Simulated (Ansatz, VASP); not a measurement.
# TaC in VASP and in Ansatz

```
Ta C
1.0
     0.00000    2.20654    2.20654
     2.20654    0.00000    2.20654
     2.20654    2.20654    0.00000
Ta C
1 1
Direct
  0.00000 0.00000 0.00000
  0.50000 0.50000 0.50000
```

Alike in both runs: task single point; functional LDA; k mesh 10 × 10 × 10; occupations gaussian, width 0.05 eV; no spin polarisation.

|  | VASP | Ansatz |
| --- | --- | --- |
| version | VASP 6.6.1 | Ansatz 0.2.0 |
| potentials or method | VASP PAW LDA potentials, release 64 (Ta_pv, C), cutoff 600 eV | scalar-relativistic, plane waves, PAW |
| valence electrons in the cell | 15 | 17 |

```tsv
	VASP	Ansatz	Ansatz less VASP
gap on the k mesh at the Fermi level (eV)	none	none	-
pressure (GPa)	1.8	0.1	-1.76
```

LDA's correlation is that of Perdew and Zunger in VASP and of Perdew and Wang (1992) in Ansatz. A gap of «none» marks a metal or a gap that the smearing closes. VASP's potentials hold 15 valence electrons a cell and Ansatz's 17, so a difference there can come from the potentials and not from the codes.

Spin-orbit coupling is off throughout.
